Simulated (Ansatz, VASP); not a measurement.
## Ti3Al in VASP and in Ansatz

```
Ti Al
1.0
     2.92754    0.00000    0.00000
    -1.46377    2.53533    0.00000
     0.00000    0.00000    9.22636
Ti Al
3 1
Cartesian
  0.0000 1.6902 2.3011
  0.0000 1.6902 6.9253
  1.4638 0.8451 0.0000
  1.4638 0.8451 4.6132
```

Alike in both runs: functional PBEsol; k mesh 6 × 6 × 2; occupations fermi-dirac, width 0.05 eV; no spin polarisation.

```csv
,VASP,Ansatz
version,VASP 6.6.1,Ansatz 0.2.0
potentials or method,"VASP PAW PBE potentials, release 64 (Ti_sv, Al)",Ansatz PAW
plane-wave cutoff (eV),520,420
valence electrons in the cell,39,39
task,single point,projected density of states
```

Ansatz gave:

```
gap on the k mesh at the Fermi level (eV)                     : none
pressure (GPa)                                                : -3.3
traceless stress, the component that is largest in VASP (GPa) : 0.37
rms of the force components (eV/Å)                            : 0.005
```

**Question.** Estimate VASP's values.

**Answer.** gap on the k mesh at the Fermi level (eV): none; pressure (GPa): -3.5; traceless stress, the component that is largest in VASP (GPa): 0.41; rms of the force components (eV/Å): 0.010.

VASP's potentials were made for PBE, not for PBEsol. Atom by atom the forces differ by 0.004 eV/Å (rms over components). A gap of «none» marks a metal or a gap that the smearing closes.

The k mesh is coarse, so the values compare programs but aren't converged.
